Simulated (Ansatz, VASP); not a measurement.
**Two plane-wave programs on GaGe3**

```
CELL_PARAMETERS angstrom
4.24975 0.00000 0.00000
0.00000 4.24975 0.00000
0.00000 0.00000 4.24975
ATOMIC_POSITIONS crystal
Ge 0.50000 0.50000 0.00000
Ge 0.50000 0.00000 0.50000
Ge 0.00000 0.50000 0.50000
Ga 0.00000 0.00000 0.00000
```

Alike in both runs: task single point; functional LDA; k mesh 6 × 6 × 6; occupations fermi-dirac, width 0.05 eV; no spin polarisation.

|  | VASP | Ansatz |
| --- | --- | --- |
| version | VASP 6.6.1 | Ansatz 0.2.0 |
| potentials or method | VASP PAW LDA potentials, release 64 (Ge_d, Ga_d) | Ansatz PAW |
| plane-wave cutoff (eV) | 520 | 420 |
| valence electrons in the cell | 55 | 55 |

```csv
,VASP,Ansatz,Ansatz less VASP
gap on the k mesh at the Fermi level (eV),none,none,-
pressure (GPa),-3.8,-3.8,-0.03
```

LDA's correlation is that of Perdew and Zunger in VASP and of Perdew and Wang (1992) in Ansatz. A gap of «none» marks a metal or a gap that the smearing closes.
